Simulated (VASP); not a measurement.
# Ca2Zr2N (P4/mmm) in VASP: single point with PBE

Aim: the single point of Ca2Zr2N with PBE.

All numbers are computed with VASP 6.6.1; they aren't measurements. Logs are shortened: lines on timing, memory, paths and dates and some standing lists are left out, and cuts for length are marked.

### Step 1. The cell of the first run

The structure is tetragonal, space group P4/mmm (No. 123). The conventional cell has a = 4.519 Å, b = 4.519 Å, c = 4.420 Å, α = 90.00°, β = 90.00°, γ = 90.00°. Ca (site symmetry mmm) has 2 Zr at 2.26 Å and 2 N at 2.26 Å within 3.0 Å. Zr (site symmetry 4/mmm) has 2 Zr at 2.21 Å within 2.9 Å. Within 2.9 Å of Zr (site symmetry 4/mmm) lie 2 Zr at 2.21 Å and 4 Ca at 2.26 Å. Within 3.0 Å of N (site symmetry 4/mmm) lie 4 Ca at 2.26 Å.

### Step 2. Single point, PBE

The input, INCAR:

```
PREC = Accurate
ENCUT = 520
EDIFF = 1E-6
ISMEAR = 0
SIGMA = 0.1
LREAL = F
LASPH = T
NELM = 80
ALGO = Normal
ISIF = 2
LWAVE = F
LCHARG = T
GGA = PE
LELF = T
LVHAR = T
NBANDS = 32
```

The input, KPOINTS:

```
regular mesh
0
Gamma
  4 4 4
```

The input, POSCAR:

```
Ca2Zr2N
1.0
    4.5188184100      0.0000000000      0.0000000000
    0.0000000000      4.5188184100      0.0000000000
    0.0000000000      0.0000000000      4.4203409300
Ca Zr N
2 2 1
Direct
    0.5000000000      0.0000000000      0.0000000000
    0.0000000000      0.5000000000      0.0000000000
    0.5000000000      0.5000000000      0.5000000000
    0.5000000000      0.5000000000      0.0000000000
    0.0000000000      0.0000000000      0.0000000000
```

Potentials or basis: VASP PAW PBE potentials, release 64 (Ca_sv, Zr_sv, N).

Started as:

```sh
$ cat potpaw_PBE.64/Ca_sv/POTCAR potpaw_PBE.64/Zr_sv/POTCAR potpaw_PBE.64/N/POTCAR > POTCAR
$ mpirun -np 1 vasp_std > vasp.out
```

OUTCAR:

```text
PREC = Accurate
   ENCUT = 520
   EDIFF = 1E-6
   ISMEAR = 0
   LREAL = F
   LASPH = T
   NELM = 80
   ISIF = 2
   GGA = PE

 ion  position               nearest neighbor table
   1  0.500  0.000  0.000-   4 2.26   5 2.26   4 2.26   5 2.26   3 3.16   3 3.16   3 3.16   3 3.16

   2  0.000  0.500  0.000-   4 2.26   5 2.26   5 2.26   4 2.26   3 3.16   3 3.16   3 3.16   3 3.16

   3  0.500  0.500  0.500-   4 2.21   4 2.21   1 3.16   1 3.16   2 3.16   2 3.16   1 3.16   1 3.16
                             2 3.16   2 3.16
   4  0.500  0.500  0.000-   3 2.21   3 2.21   1 2.26   2 2.26   1 2.26   2 2.26
   5  0.000  0.000  0.000-   1 2.26   2 2.26   2 2.26   1 2.26

  LATTYP: Found a simple tetragonal cell.
 ALAT       =     4.5188184100
 C/A-ratio  =     0.9782072500

  Lattice vectors:

 A1 = (   4.5188184100,   0.0000000000,   0.0000000000)
 A2 = (   0.0000000000,   4.5188184100,   0.0000000000)
 A3 = (   0.0000000000,   0.0000000000,   4.4203409300)

Analysis of symmetry for initial positions (statically):
=====================================================================
 Subroutine PRICEL returns:
 Original cell was already a primitive cell.

 Routine SETGRP: Setting up the symmetry group for a
 simple tetragonal supercell.

 Subroutine GETGRP returns: Found 16 space group operations
 (whereof 16 operations were pure point group operations)
 out of a pool of 16 trial point group operations.

The static configuration has the point symmetry D_4h.

Analysis of symmetry for dynamics (positions and initial velocities):
=====================================================================
 Subroutine PRICEL returns:
 Original cell was already a primitive cell.

 Routine SETGRP: Setting up the symmetry group for a
 simple tetragonal supercell.

 Subroutine GETGRP returns: Found 16 space group operations
 (whereof 16 operations were pure point group operations)
 out of a pool of 16 trial point group operations.

The dynamic configuration has the point symmetry D_4h.

 Subroutine INISYM returns: Found 16 space group operations
 (whereof 16 operations are pure point group operations),
 and found     1 'primitive' translations

----------------------------------------------------------------------------------------

                                     Primitive cell

  volume of cell :      90.2621

  direct lattice vectors                    reciprocal lattice vectors
     4.518818410  0.000000000  0.000000000     0.221296788  0.000000000  0.000000000
     0.000000000  4.518818410  0.000000000     0.000000000  0.221296788  0.000000000
     0.000000000  0.000000000  4.420340930     0.000000000  0.000000000  0.226226894

  length of vectors
     4.518818410  4.518818410  4.420340930     0.221296788  0.221296788  0.226226894

  position of ions in fractional coordinates (direct lattice)
     0.500000000  0.000000000  0.000000000
     0.000000000  0.500000000  0.000000000
     0.500000000  0.500000000  0.500000000
     0.500000000  0.500000000  0.000000000
     0.000000000  0.000000000  0.000000000

  ion indices of the primitive-cell ions
   primitive index   ion index
                 1           1
                 2           2
                 3           3
                 4           4
                 5           5

----------------------------------------------------------------------------------------

 KPOINTS: regular mesh

Automatic generation of k-mesh.
 Grid dimensions read from file:
 generate k-points for:    4    4    4

 Generating k-lattice:

  Cartesian coordinates                     Fractional coordinates (reciprocal lattice)
     0.055324197  0.000000000  0.000000000     0.250000000  0.000000000  0.000000000
     0.000000000  0.055324197  0.000000000     0.000000000  0.250000000  0.000000000
     0.000000000  0.000000000  0.056556724     0.000000000  0.000000000  0.250000000

  Length of vectors
     0.055324197  0.055324197  0.056556724

  Shift w.r.t. Gamma in fractional coordinates (k-lattice)
     0.000000000  0.000000000  0.000000000

 Subroutine IBZKPT returns following result:
 ===========================================

 Found     18 irreducible k-points:

 Following reciprocal coordinates:
            Coordinates               Weight
  0.000000  0.000000  0.000000      1.000000
  0.250000  0.000000  0.000000      4.000000
  0.500000  0.000000  0.000000      2.000000
  0.250000  0.250000  0.000000      4.000000
  0.500000  0.250000  0.000000      4.000000
  0.500000  0.500000  0.000000      1.000000
[... 10 lines left out ...]
  0.500000  0.250000  0.500000      4.000000
  0.500000  0.500000  0.500000      1.000000
   k-points           NKPTS =     18   k-points in BZ     NKDIM =     18   number of bands    NBANDS=     32
   number of dos      NEDOS =    301   number of ions     NIONS =      5
   total plane-waves  NPLWV =  46656
   dimension x,y,z NGX =    36 NGY =   36 NGZ =   36
   dimension x,y,z NGXF=    72 NGYF=   72 NGZF=   72
   ions per type =               2   2   1
   NGX,Y,Z   is equivalent  to a cutoff of  13.24, 13.24, 13.54 a.u.
   NGXF,Y,Z  is equivalent  to a cutoff of  26.49, 26.49, 27.08 a.u.
 SYSTEM =  unknown system
   PREC   = accura    normal or accurate (medium, high low for compatibility)
   ISTART =      0    job   : 0-new  1-cont  2-samecut
   ICHARG =      2    charge: 1-file 2-atom 10-const
   ISPIN  =      1    spin polarized calculation?
   LNONCOLLINEAR =      F non collinear calculations
   LSORBIT =      F    spin-orbit coupling
   LASPH  =      T    aspherical Exc in radial PAW
   ENCUT  =  520.0 eV  38.22 Ry    6.18 a.u.   8.40  8.40  8.22*2*pi/ulx,y,z
   NELM   =     80;   NELMIN=  2; NELMDL= -5     # of ELM steps
   EDIFF  = 0.1E-05   stopping-criterion for ELM
   LREAL  =      F    real-space projection
   EDIFFG = 0.1E-04   stopping-criterion for IOM
   NSW    =      0    number of steps for IOM
   IBRION =     -1    ionic relax: 0-MD 1-quasi-New 2-CG
   NFREE  =      0    steps in history (QN), initial steepest desc. (CG)
   ISIF   =      2    stress and relaxation
   ISYM   =      2    0-nonsym 1-usesym 2-fastsym
   POTIM  = 0.5000    time-step for ionic-motion
   TEBEG  =    0.0;   TEEND  =   0.0 temperature during run
   PSTRESS=    0.0 pullay stress
   NELECT =      49.0000    total number of electrons
   NUPDOWN=      -1.0000    fix difference up-down
   EMIN   =  10.00;   EMAX   =-10.00  energy-range for DOS
   EFERMI =   0.00;   METHOD = LEGACY
   ISMEAR =     0;   SIGMA  =   0.10  broadening in eV -4-tet -1-fermi 0-gaus
   EFERMI_NEDOS =   21; number of points for ismear=-14 and -15
   IALGO  =     38    algorithm
   IMIX   =      4    mixing-type and parameters
     AMIX     =   0.40;   BMIX     =  1.00
     AMIX_MAG =   1.60;   BMIX_MAG =  1.00
  volume/ion in A,a.u.               =      18.05       121.82
  Fermi-wavevector in a.u.,A,eV,Ry     =   1.335483  2.523697 24.266190  1.783515
  Thomas-Fermi vector in A             =   2.464184
   LORBIT       =      0    0 simple, 1 ext, 2 COOP (PROOUT), +10 PAW based schemes
   GGA     = PE    functional components
   LHFCALC =     F    Hartree Fock is set to
   AEXX    =    0.0000 exact exchange contribution
   IVDW    =     0    specifies the selected vdW correction
   LEPSILON=     F    determine dielectric tensor
   LRPA    =     F    only Hartree local field effects (RPA)
 non-spin polarized calculation
 Gauss-broadening in eV      SIGMA  =   0.10
  energy-cutoff  :      520.00
  volume of cell :       90.26
 maximum number of plane-waves:      2445
 NGX is ok and might be reduce to    36
   NGX = 17   NGY = 17   NGZ = 17

 number of electron      49.0000001 magnetization

 Free energy of the ion-electron system (eV)
  ---------------------------------------------------
  ext. energy  EPLUGINS =         0.00000000
  ---------------------------------------------------
  free energy    TOTEN  =       -14.97278475 eV

  energy without entropy =      -14.92588577  energy(sigma->0) =      -14.94933526

 E-fermi :   6.5548     XC(G=0): -10.5865

 val. band max:        6.5417766168   @ k =   0.5000   0.2500   0.2500
 cond. band min:       6.5594029403   @ k =   0.0000   0.0000   0.0000
 fundamental gap:      0.0176263235
 Fermi energy:         6.5547919986

 k-point     1 :       0.0000    0.0000    0.0000
  band No.  band energies     occupation
      1     -42.8371      2.00000
      2     -40.9972      2.00000
      3     -32.8952      2.00000
      4     -32.8460      2.00000
      5     -23.8994      2.00000
      6     -21.6051      2.00000
[... 24 lines left out ...]
     31      11.8579      0.00000
     32      12.3347      0.00000

 k-point     2 :       0.2500    0.0000    0.0000
  band No.  band energies     occupation
      1     -42.8325      2.00000
      2     -40.9889      2.00000
      3     -32.9709      2.00000
      4     -32.8667      2.00000
      5     -23.8944      2.00000
      6     -21.5965      2.00000
[... 24 lines left out ...]
     31      10.7073      0.00000
     32      11.4189      0.00000

 k-point     3 :       0.5000    0.0000    0.0000
  band No.  band energies     occupation
      1     -42.8280      2.00000
      2     -40.9806      2.00000
      3     -33.0626      2.00000
      4     -32.8688      2.00000
      5     -23.8894      2.00000
      6     -21.5879      2.00000
[... 24 lines left out ...]
     31       9.5321      0.00000
     32      11.0400      0.00000

 k-point     4 :       0.2500    0.2500    0.0000
  band No.  band energies     occupation
      1     -42.8280      2.00000
      2     -40.9806      2.00000
      3     -32.9792      2.00000
      4     -32.9548      2.00000
      5     -23.8895      2.00000
      6     -21.1526      2.00000
[... 444 lines left out ...]
     31      10.4819      0.00000
     32      11.2683      0.00000

 k-point    17 :       0.5000    0.2500    0.5000
  band No.  band energies     occupation
      1     -42.2070      2.00000
      2     -41.7619      2.00000
      3     -33.0594      2.00000
      4     -32.9647      2.00000
      5     -20.7492      2.00000
      6     -20.7148      2.00000
[... 24 lines left out ...]
     31      10.5663      0.00000
     32      10.9446      0.00000

 k-point    18 :       0.5000    0.5000    0.5000
  band No.  band energies     occupation
      1     -42.2068      2.00000
      2     -41.7494      2.00000
      3     -33.0584      2.00000
      4     -33.0584      2.00000
      5     -20.7174      2.00000
      6     -20.2710      2.00000
[... 24 lines left out ...]
     31      10.9059      0.00000
     32      10.9569      0.00000

------------------------ aborting loop because EDIFF is reached ----------------------------------------

  FORCE on cell =-STRESS in cart. coord.  units (eV):
  Direction    XX          YY          ZZ          XY          YZ          ZX
  --------------------------------------------------------------------------------------
  -------------------------------------------------------------------------------------
  Total       24.4219918     24.4219918     31.8496965      0.0000000     -0.0000000      0.0000000
  in kB      433.4970215    433.4970215    565.3408083      0.0000000     -0.0000000      0.0000000
  external PRESSURE =     477.4449504 kB  Pullay stress =       0.0000000 kB

 VOLUME and BASIS-vectors are now :
 -----------------------------------------------------------------------------
  energy-cutoff  :      520.00
  volume of cell :       90.26
      direct lattice vectors                 reciprocal lattice vectors
     4.518818410  0.000000000  0.000000000     0.221296788  0.000000000  0.000000000
     0.000000000  4.518818410  0.000000000     0.000000000  0.221296788  0.000000000
     0.000000000  0.000000000  4.420340930     0.000000000  0.000000000  0.226226894

 POSITION                                       TOTAL-FORCE (eV/Angst)
 -----------------------------------------------------------------------------------
      2.25941      0.00000      0.00000         0.000000      0.000000      0.000000
      0.00000      2.25941      0.00000         0.000000      0.000000      0.000000
      2.25941      2.25941      2.21017         0.000000      0.000000      0.000000
      2.25941      2.25941      0.00000         0.000000      0.000000      0.000000
      0.00000      0.00000      0.00000         0.000000      0.000000      0.000000
 -----------------------------------------------------------------------------------
    total drift:                                0.000000      0.000000     -0.000000

  FREE ENERGIE OF THE ION-ELECTRON SYSTEM (eV)
  ---------------------------------------------------
  free  energy   TOTEN  =       -14.9727847540 eV

  energy  without entropy=      -14.9258857716  energy(sigma->0) =      -14.94933526
```

It took 59 s on 1 thread of AMD EPYC 7R13 (Zen 3), shared host; peak memory 0.2 GiB.

What came out:

```yaml
Free_energy: -14.9728 eV
Pressure: 47.7 GPa
```
